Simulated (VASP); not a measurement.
P:

```
CELL_PARAMETERS angstrom
-1.15021 1.15021 3.73372
1.15021 -1.15021 3.73372
1.15021 1.15021 -3.73372
ATOMIC_POSITIONS crystal
P 0.00000 0.00000 0.00000
```

| Property | Result |
| --- | --- |
| Program | VASP 6.6.1 |
| Task | relaxation of cell and atoms |
| Functional | PBE |
| Potentials or basis | VASP PAW PBE potentials, release 64 (P) |
| Cutoff | 600 eV |
| k mesh | 10 × 10 × 10 |
| Occupations | gaussian, width 0.1 eV |
| Spin | no spin polarisation |

At the start: pressure 1.6 GPa; volume 19.76 Å³/atom.

**Question.** Where does the relaxation end?

**Answer.** Over 7 steps the energy falls by 4.0 meV/atom and the volume is 21.74 Å³/atom (+10.0 %); space group I4/mmm (No. 139, to 0.05 Å).

Step by step:
| step | energy change (eV) | largest force (eV/Å) | pressure (GPa) | volume (Å³) |
| --- | --- | --- | --- | --- |
| 1 | 0.0000 | 0.0000 | 1.64 | 19.76 |
| 2 | 0.0007 | 0.0000 | -1.55 | 20.34 |
| 3 | -0.0015 | 0.0000 | 0.15 | 20.02 |
| 4 | -0.0018 | 0.0000 | 0.12 | 20.10 |
| 5 | -0.0026 | 0.0000 | 0.09 | 20.33 |
| 6 | -0.0038 | 0.0000 | -0.01 | 20.80 |
| 7 | -0.0040 | 0.0000 | -0.16 | 21.74 |

Final structure:
```xyz
1
Lattice="-1.1569 1.1569 4.0601 1.1569 -1.1569 4.0601 1.1569 1.1569 -4.0601" Properties=species:S:1:pos:R:3 pbc="T T T"
P     0.0000    0.0000    0.0000
```

Caveat: the k points lie up to 0.38 Å⁻¹ apart in the final cell.
